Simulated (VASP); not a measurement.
# Ti5Si: single point with PBEsol

Ti5Si:

```
CELL_PARAMETERS angstrom
2.52284 1.45656 4.44090
-2.52284 1.45656 4.44090
0.00000 -2.91312 4.44090
ATOMIC_POSITIONS crystal
Ti 0.15144 0.15144 0.15144
Ti 0.60535 0.39465 0.00000
Ti 0.00000 0.60535 0.39465
Ti 0.84856 0.84856 0.84856
Ti 0.39465 0.00000 0.60535
Si 0.50000 0.50000 0.50000
```

* Program: VASP 6.6.1
* Task: single point
* Functional: PBEsol
* Potentials or basis: VASP PAW PBE potentials, release 64 (Ti_sv, Si)
* Cutoff: 520 eV
* k mesh: 12 × 12 × 12
* Occupations: gaussian, width 0.3 eV
* Spin: no spin polarisation
* Dipole correction: no
* Further INCAR settings: ALGO = Fast; EDIFF = 1e-06; NBANDS = 41

```json
{
  "Pressure": "-4.4 GPa",
  "Largest force": "0.068 eV/Å",
  "Band gap on the k mesh": "zero (bands 32 and 33 overlap by 0.59 eV)"
}
```

Forces in eV/Å, atoms in the order of the input:
```
Ti   0.000  0.000 -0.043
Ti  -0.068  0.000  0.000
Ti   0.034 -0.059  0.000
Ti   0.000  0.000  0.043
Ti   0.034  0.059  0.000
Si   0.000  0.000  0.000
```

Levels at points of the mesh, in eV from the Fermi level:
| k point | band 30 | band 31 | band 32 | band 33 | band 34 | band 35 |
| --- | --- | --- | --- | --- | --- | --- |
| (0.00, 0.00, 0.00) | -0.90 | -0.72 | -0.12 | -0.05 | -0.05 | 1.06 |
| (0.50, 0.00, 0.00) | -0.74 | -0.52 | 0.36 | 0.55 | 0.57 | 0.72 |
| (0.50, 0.50, 0.00) | -0.56 | -0.37 | -0.12 | -0.06 | 0.64 | 0.71 |
| (0.50, 0.50, 0.50) | -0.58 | -0.58 | -0.16 | 0.26 | 0.26 | 0.87 |

It took 33 min on 1 thread of AMD EPYC 9R45 96-Core Processor (Zen 5) (shared host), peak memory 0.62 GiB.

Caveat: the cell stands under tension; so wide a smearing shifts energies and pressures; the PAW data sets were made with another functional, which shifts forces and pressure a little.
